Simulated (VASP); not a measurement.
Set up this calculation in VASP 6.6.1, as the native input.

```yaml
Task: relaxation of cell and atoms
Functional: PBE
Potentials_or_basis: VASP PAW PBE potentials, release 64 (Al, As)
Cutoff: 600 eV
k_mesh: 4 × 4 × 6
Occupations: gaussian, width 0.1 eV
Spin: no spin polarisation
Dipole_correction: no
Further_INCAR_settings: ALGO = Normal; EDIFF = 1e-06; IBRION = 2; EDIFFG = -0.04; NSW = 90; ISIF = 3
```

The structure of Al5As lies in POSCAR:

```
Al5As
1.0
    7.3922340527      0.0000000000      0.0000000000
    0.0000000000      7.3922340527      0.0000000000
    0.0000000000      0.0000000000      2.8163878814
Al As
5 1
Direct
    0.1699801567      0.5000000000      0.0000000000
    0.8300198433      0.5000000000      0.0000000000
    0.5000000000      0.1699801567      0.0000000000
    0.5000000000      0.8300198433      0.0000000000
    0.0000000000      0.0000000000      0.5000000000
    0.5000000000      0.5000000000      0.0000000000
```

The cell was generated, and may not be a known phase.

One way to write it, as run:

INCAR

```
PREC = Accurate
ENCUT = 600
EDIFF = 1E-6
ISMEAR = 0
SIGMA = 0.1
LREAL = False
LASPH = True
NELM = 100
ALGO = Normal
ISIF = 3
LWAVE = False
LCHARG = False
GGA = PE
IBRION = 2
NSW = 90
EDIFFG = -0.04
```

KPOINTS

```
Automatic mesh
0
Gamma
  4 4 6
```

Potentials or basis: VASP PAW PBE potentials, release 64 (Al, As).

The run is started by

```bash
$ cat potpaw_PBE.64/Al/POTCAR potpaw_PBE.64/As/POTCAR > POTCAR
$ mpirun -np 1 vasp_std > vasp.out
```

It gave:

```yaml
Relaxed_volume: 26.91 Å³/atom
Relaxed_cell: a = 7.804 Å, b = 7.804 Å, c = 2.651 Å, α = 90.00°, β = 90.00°, γ = 90.00°
Space_group_after_relaxing_to_0.1_Å: P4/mmm (No. 123)
Energy_gained_by_relaxing: 94.7 meV/atom
Ionic_steps: 7
Pressure_after_relaxing: 0.0 GPa
Largest_force_after_relaxing: 0.008 eV/Å
Band_gap_on_the_k_mesh: zero (bands 10 and 11 overlap by 1.33 eV)
```

Caveat: the k points lie up to 0.40 Å⁻¹ apart in the final cell, too coarse for converged energies and pressures of a metal.

Run time: 100 s on 1 thread of Intel(R) Xeon(R) 6975P-C (Granite Rapids), on a shared host, peak memory 0.32 GiB.
